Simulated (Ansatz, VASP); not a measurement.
## Au: VASP beside Ansatz

File INCAR:

```
SYSTEM = Au
PREC = Accurate
ENCUT = 520
EDIFF = 1E-6
ISMEAR = -1
SIGMA = 0.08
LREAL = .False.
LASPH = .True.
NELM = 80
ALGO = Normal
ISIF = 2
LWAVE = .False.
LCHARG = .False.
GGA = PE
NBANDS = 12
```

The input KPOINTS:

```
regular mesh
0
Gamma
  16 16 16
  0 0 0
```

File POSCAR:

```
Au
1.0
   -1.3768574449      1.3768574449      1.3768574449
    1.3768574449     -1.3768574449      1.3768574449
    1.3768574449      1.3768574449     -1.3768574449
Au
1
Direct
    0.0000000000      0.0000000000      0.0000000000
```

Input for Ansatz:

```yaml
crystal:
  lattice:
    - [-1.3768574449, 1.3768574449, 1.3768574449]
    - [1.3768574449, -1.3768574449, 1.3768574449]
    - [1.3768574449, 1.3768574449, -1.3768574449]
  atoms:
    - { symbol: Au, position: [0.0, 0.0, 0.0] }
kpoints:
  mp_grid: { grid: [16, 16, 16] }
scf:
  occupations: { method: fermi_dirac, width: 0.08 }
hamiltonian:
  xc: pbe
  pseudopotentials: { kind: all_electron, lapw: { basis_error: 0.001 } }
output:
  forces: true
  stress: true
  eigenvalues: true
  populations: true
```

Change from the starting cell: volume scaled by 0.58, LAPW.

Alike in both runs: task single point; functional PBE; k mesh 16 × 16 × 16; occupations fermi-dirac, width 0.08 eV; no spin polarisation.

|  | VASP | Ansatz |
| --- | --- | --- |
| version | VASP 6.6.1 | Ansatz 0.2.0 |
| potentials or method | VASP PAW PBE potentials, release 64 (Au), cutoff 520 eV | all-electron LAPW, scalar-relativistic |

|  | VASP | Ansatz | Ansatz less VASP |
| --- | --- | --- | --- |
| pressure (GPa) | 349.0 | 347.1 | -1.93 |

Both programs put the cell under a high pressure, so it lies far from rest at this level. Ansatz ran all-electron here, and VASP with PAW potentials.

Spin-orbit coupling is off throughout. Noted on VASP's run: the cell as given lies far from equilibrium.
